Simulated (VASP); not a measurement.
Wanted: the native input for a VASP 6.6.1 run.

```yaml
Task: single point
Functional: r2SCAN
Potentials_or_basis: VASP PAW PBE potentials, release 64 (Al, N)
Cutoff: 520 eV
k_mesh: 12 × 12 × 6
Occupations: gaussian, width 0.02 eV
Spin: no spin polarisation
Dipole_correction: no
Further_INCAR_settings: ALGO = Normal; EDIFF = 1e-06; NBANDS = 16
```

AlN:

```
Al N
1.0
     3.01350    0.00000    0.00000
    -1.50675    2.60976    0.00000
     0.00000    0.00000    5.05555
Al N
2 2
Direct
  0.66667 0.33333 0.50325
  0.33333 0.66667 0.00325
  0.66667 0.33333 0.87675
  0.33333 0.66667 0.37675
```

This cell differs from its parent crystal: biaxial strain in the a-b plane: -3.0 %, then relaxed in part.

These files were run (other wordings do the same):

POSCAR

```
AlN
1.0
    3.0134961422      0.0000000000      0.0000000000
   -1.5067480711      2.6097642133      0.0000000000
    0.0000000000      0.0000000000      5.0555471163
Al N
2 2
Direct
    0.6666666667      0.3333333333      0.5032450246
    0.3333333333      0.6666666667      1.0032450246
    0.6666666667      0.3333333333      0.8767549754
    0.3333333333      0.6666666667      0.3767549754
```

INCAR.step1

```
SYSTEM = AlN
PREC = Accurate
ENCUT = 520
ISMEAR = 0
SIGMA = 0.02
LREAL = .False.
LASPH = .True.
NELM = 80
NBANDS = 16
GGA = PE
ALGO = Normal
EDIFF = 1E-4
LWAVE = .True.
LCHARG = .False.
```

INCAR.step2

```
SYSTEM = AlN
PREC = Accurate
ENCUT = 520
EDIFF = 1E-6
ISMEAR = 0
SIGMA = 0.02
LREAL = .False.
LASPH = .True.
NELM = 80
ALGO = Normal
ISIF = 2
LWAVE = .False.
LCHARG = .False.
METAGGA = R2SCAN
LMIXTAU = .True.
NBANDS = 16
ISTART = 1
```

KPOINTS

```
Automatic mesh
0
Gamma
  12 12 6
  0 0 0
```

Potentials or basis: VASP PAW PBE potentials, release 64 (Al, N).

The run is started by

```console
$ cat potpaw_PBE.64/Al/POTCAR potpaw_PBE.64/N/POTCAR > POTCAR
$ cp INCAR.step1 INCAR
$ mpirun -np 1 vasp_std > vasp.out
$ cp INCAR.step2 INCAR
$ mpirun -np 1 vasp_std > vasp.out
```

It gave:

| Item | Value |
| --- | --- |
| Pressure | 10.7 GPa |
| Largest force | 0.004 eV/Å |
| Band gap on the k mesh | 5.34 eV, direct |

Caveat: the cell differs from its parent crystal (biaxial strain in the a-b plane: -3.0 %, then relaxed in part); the PAW data sets were made with another functional, which shifts forces and pressure a little.

It took 120 s on 1 thread of Intel(R) Xeon(R) Platinum 8488C (Sapphire Rapids) (shared host), peak memory 0.18 GiB.
